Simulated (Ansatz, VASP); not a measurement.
One calculation of AlGeSbH2, two programs

```
Al Ge Sb H
1.0
     3.63204    0.00000   -0.16880
     0.00000    4.52230    0.00000
    -1.86520    0.00000    5.34141
Al Ge Sb H
1 1 1 2
Cartesian
  1.8160 0.0000 -0.0844
  -0.9326 0.0000 2.6707
  0.0000 2.2612 0.0000
  0.8834 0.0000 2.5863
  0.0000 0.0000 0.0000
```

Alike in both runs: functional PBE; k mesh 4 × 2 × 3; occupations gaussian, width 0.15 eV; no spin polarisation.

Ansatz relaxed the structure, and its values are those at the end. VASP's run is a single point on that final structure, the one shown.

```csv
,VASP,Ansatz
version,VASP 6.6.1,Ansatz 0.2.0
potentials or method,"VASP PAW PBE potentials, release 64 (Al, Ge_d, Sb, H), cutoff 500 eV","scalar-relativistic, plane waves, PAW"
valence electrons in the cell,24,34
```

```tsv
	VASP	Ansatz	Ansatz less VASP
gap on the k mesh at the Fermi level (eV)	none	none	-
pressure (GPa)	-0.2	-0.1	+0.06
```

A gap of «none» marks a metal or a gap that the smearing closes. VASP's potentials hold 24 valence electrons a cell and Ansatz's 34, so a difference there can come from the potentials and not from the codes.

The k mesh is coarse, so the values compare programs but aren't converged. Neither program's run includes spin-orbit coupling.
